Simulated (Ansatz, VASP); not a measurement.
**One calculation of W, two programs**

```
CELL_PARAMETERS angstrom
-1.66119 1.66119 1.59730
1.66119 -1.66119 1.59730
1.66119 1.66119 -1.59730
ATOMIC_POSITIONS crystal
W 0.00000 0.00000 0.00000
```

Change from the starting cell: strain +0.040 along x and y, +0.000 along z, atoms carried along.

Alike in both runs: task single point; functional PBEsol; k mesh 20 × 20 × 20; occupations gaussian, width 0.15 eV; no spin polarisation.

|  | VASP | Ansatz |
| --- | --- | --- |
| version | VASP 6.6.1 | Ansatz 0.2.0 |
| potentials or method | VASP PAW PBE potentials, release 64 (W_sv), cutoff 520 eV | scalar-relativistic, plane waves, PAW |
| valence electrons in the cell | 14 | 14 |

```csv
,VASP,Ansatz,Ansatz less VASP
gap on the k mesh at the Fermi level (eV),none,none,-
pressure (GPa),-29.1,-29.3,-0.24
"traceless stress, the component that is largest in VASP (GPa)",6.95,6.95,+0.002
```

VASP's potentials were made for PBE, not for PBEsol. A gap of «none» marks a metal or a gap that the smearing closes. Both programs put the cell under strong tension, so it lies far from rest at this level. With one functional, cell and mesh, what is left measures potentials, basis and numerics.

Neither program's run includes spin-orbit coupling.
